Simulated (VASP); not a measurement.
# WSe2 (R3m) in VASP: settings compared, part 2 of 2

VASP 6.6.1.

## 3. Single point, r2SCAN (uniaxial z strain +5.2%)

POSCAR reads:

```
WSe2
1.0
    1.6510739566      0.9532479933      6.9250794587
   -1.6510739566      0.9532479933      6.9250794587
    0.0000000000     -1.9064959865      6.9250794587
W Se
1 2
Direct
   -0.0000065916     -0.0000065916     -0.0000065916
    0.4136169466      0.4136169466      0.4136169466
    0.2530563118      0.2530563118      0.2530563118
```

INCAR.step1 reads:

```
ALGO     = Normal         # electronic algorithm
EDIFF    = 1E-4           # SCF threshold, eV
ENCUT    = 520            # plane-wave cutoff, eV
GGA      = PE             # functional
ISMEAR   = 0              # smearing method
LASPH    = True           # aspherical terms in the spheres
LCHARG   = False          # write CHGCAR
LREAL    = False          # projectors in reciprocal space
LWAVE    = True           # write WAVECAR
NBANDS   = 20             # bands
NELM     = 100            # most SCF steps
PREC     = Accurate       # precision mode
SIGMA    = 0.01           # smearing width, eV
```

INCAR.step2 reads:

```
ALGO     = Normal         # electronic algorithm
EDIFF    = 1E-6           # SCF threshold, eV
ENCUT    = 520            # plane-wave cutoff, eV
ISIF     = 2              # what is computed and relaxed
ISMEAR   = 0              # smearing method
ISTART   = 1            
LASPH    = True           # aspherical terms in the spheres
LCHARG   = False          # write CHGCAR
LMIXTAU  = True         
LREAL    = False          # projectors in reciprocal space
LWAVE    = False          # write WAVECAR
METAGGA  = R2SCAN         # meta-GGA
NBANDS   = 20             # bands
NELM     = 100            # most SCF steps
PREC     = Accurate       # precision mode
SIGMA    = 0.01           # smearing width, eV
```

KPOINTS reads:

```
k-points
0
Gamma
  10 10 10
```

Potentials or basis: VASP PAW PBE potentials, release 64 (W_sv, Se).

Started as:

```
cat potpaw_PBE.64/W_sv/POTCAR potpaw_PBE.64/Se/POTCAR > POTCAR
cp INCAR.step1 INCAR
mpirun -np 1 vasp_std > vasp.out
cp INCAR.step2 INCAR
mpirun -np 1 vasp_std > vasp.out
```

OUTCAR:

```text
EDIFF = 1E-6
   ENCUT = 520
   ISIF = 2
   ISMEAR = 0
   ISTART = 1
   LASPH = True
   LREAL = False
   METAGGA = R2SCAN
   NELM = 100
   PREC = Accurate

 ion  position               nearest neighbor table
   1  1.000  1.000  1.000-   3 2.53   3 2.53   3 2.53   2 2.53   2 2.53   2 2.53
   2  0.414  0.414  0.414-   1 2.53   1 2.53   1 2.53
   3  0.253  0.253  0.253-   1 2.53   1 2.53   1 2.53

  LATTYP: Found a trigonal (rhomboedric) cell.
 ALAT       =     7.1827190155
 COS(alpha) =     0.8943218273

  Lattice vectors:

 A1 = (   1.6510739566,   0.9532479933,   6.9250794587)
 A2 = (  -1.6510739566,   0.9532479933,   6.9250794587)
 A3 = (   0.0000000000,  -1.9064959865,   6.9250794587)

Analysis of symmetry for initial positions (statically):
=====================================================================
 Subroutine PRICEL returns:
 Original cell was already a primitive cell.

 Routine SETGRP: Setting up the symmetry group for a
 trigonal (rhombohedral) supercell.
[... 165 lines left out ...]
  ---------------------------------------------------
  free energy    TOTEN  =       -81.79101844 eV

  energy without entropy =      -81.79101844  energy(sigma->0) =      -81.79101844

 E-fermi :   5.3269     XC(G=0): -10.8766

 val. band max:        5.1304041305   @ k =   0.5000   0.5000   0.5000
 cond. band min:       6.5691945867   @ k =  -0.2000   0.2000   0.0000
 fundamental gap:      1.4387904562
 Fermi energy:         5.3269106468

 k-point     1 :       0.0000    0.0000    0.0000
  band No.  band energies     occupation
      1     -71.0239      2.00000
      2     -34.6112      2.00000
      3     -34.4944      2.00000
      4     -34.4944      2.00000
      5     -10.5120      2.00000
      6      -9.0200      2.00000
[... 541 lines left out ...]
     19      12.7286      0.00000
     20      13.9599      0.00000

 [... further k-points ...]

------------------------ aborting loop because EDIFF is reached ----------------------------------------

  FORCE on cell =-STRESS in cart. coord.  units (eV):
  Direction    XX          YY          ZZ          XY          YZ          ZX
  --------------------------------------------------------------------------------------
  -------------------------------------------------------------------------------------
  Total        0.4668626      0.4668626      0.0260346      0.0000000      0.0000000      0.0000000
  in kB       11.4380308     11.4380308      0.6378413      0.0000000      0.0000000      0.0000000
  external PRESSURE =       7.8379676 kB  Pullay stress =       0.0000000 kB

 VOLUME and BASIS-vectors are now :
 -----------------------------------------------------------------------------
  energy-cutoff  :      520.00
  volume of cell :       65.40
      direct lattice vectors                 reciprocal lattice vectors
     1.651073957  0.953247993  6.925079459     0.302833194  0.174840826  0.048134225
    -1.651073957  0.953247993  6.925079459    -0.302833194  0.174840826  0.048134225
     0.000000000 -1.906495986  6.925079459     0.000000000 -0.349681652  0.048134225

 POSITION                                       TOTAL-FORCE (eV/Angst)
 -----------------------------------------------------------------------------------
      0.00000      0.00000     20.77510         0.000000      0.000000      0.000185
      0.00000      0.00000      8.59299         0.000000      0.000000      0.012834
      0.00000      0.00000      5.25731         0.000000     -0.000000     -0.013018
 -----------------------------------------------------------------------------------
    total drift:                                0.000000     -0.000000     -0.000039

  FREE ENERGIE OF THE ION-ELECTRON SYSTEM (eV)
  ---------------------------------------------------
  free  energy   TOTEN  =       -81.7910184397 eV

  energy  without entropy=      -81.7910184397  energy(sigma->0) =      -81.79101844
```

OUTCAR.step1:

```text
EDIFF = 1E-4
   ENCUT = 520
   GGA = PE
   ISMEAR = 0
[... 779 lines left out ...]
      0.00000      0.00000     20.77510         0.000000      0.000000      0.000193
      0.00000      0.00000      8.59299         0.000000      0.000000      0.311809
      0.00000      0.00000      5.25731         0.000000     -0.000000     -0.312003
 -----------------------------------------------------------------------------------
    total drift:                               -0.000000     -0.000000      0.000003

  FREE ENERGIE OF THE ION-ELECTRON SYSTEM (eV)
  ---------------------------------------------------
  free  energy   TOTEN  =       -21.6065902132 eV

  energy  without entropy=      -21.6065902132  energy(sigma->0) =      -21.60659021
```

OSZICAR.step1:

```text
N       E                     dE             d eps       ncg     rms          rms(c)
DAV:   1     0.195640744786E+03    0.19564E+03   -0.12709E+04  4640   0.126E+03
DAV:   2    -0.123319056356E+02   -0.20797E+03   -0.20159E+03  5448   0.328E+02
DAV:   3    -0.224488204300E+02   -0.10117E+02   -0.10004E+02  5780   0.672E+01
DAV:   4    -0.225783110423E+02   -0.12949E+00   -0.12940E+00  5340   0.825E+00
DAV:   5    -0.225797760954E+02   -0.14651E-02   -0.14650E-02  5568   0.967E-01    0.209E+01
DAV:   6    -0.218068601312E+02    0.77292E+00   -0.48623E+00  4972   0.142E+01    0.716E+00
DAV:   7    -0.216653000185E+02    0.14156E+00   -0.14384E+00  4796   0.626E+00    0.447E+00
DAV:   8    -0.216063350648E+02    0.58965E-01   -0.24705E-01  5312   0.327E+00    0.648E-01
DAV:   9    -0.216065136166E+02   -0.17855E-03   -0.11518E-02  5320   0.669E-01    0.347E-01
DAV:  10    -0.216065523264E+02   -0.38710E-04   -0.17042E-03  5264   0.314E-01    0.664E-02
DAV:  11    -0.216065902132E+02   -0.37887E-04   -0.16615E-04  4176   0.890E-02
   1 F= -.21606590E+02 E0= -.21606590E+02  d E =-.142088-169
```

Run time: 39 min. Hardware: 1 thread of Intel Xeon Platinum 8259CL at 2.50GHz (Skylake/Cascade Lake), shared host; peak memory 0.52 GiB.

Results:

| Quantity | Value |
| --- | --- |
| Free energy | -81.7910 eV |
| Pressure | 0.8 GPa |
| Largest force | 0.013 eV/Å |
| Band gap on the k mesh | 1.44 eV, indirect (least direct gap 1.99 eV) |

Forces on the atoms (eV/Å):
```
W    0.000  0.000  0.000
Se   0.000  0.000  0.013
Se   0.000  0.000 -0.013
```

Stress tensor (GPa, compression positive):
```
1.14 0.00 0.00
0.00 1.14 0.00
0.00 0.00 0.06
```

Levels at points of the mesh, in eV from the valence-band top:
```csv
k point,band 11,band 12,band 13,band 14,band 15,band 16
"(0.00, 0.00, 0.00)",-1.51,-1.51,-0.83,2.92,2.92,3.15
"(0.50, 0.00, 0.00)",-2.27,-1.27,-1.18,2.40,2.68,3.97
"(0.50, 0.50, 0.00)",-2.64,-1.28,-1.16,2.38,2.81,3.64
"(0.50, 0.50, 0.50)",-1.50,-1.50,0.00,2.98,2.98,3.08
```

Caveat: the cell differs from its parent crystal (uniaxial z strain +5.2%); the PAW data sets were made with another functional, which shifts forces and pressure a little; spin-orbit coupling is left out, which moves the levels of the heavy elements. A k mesh can miss the band edges.
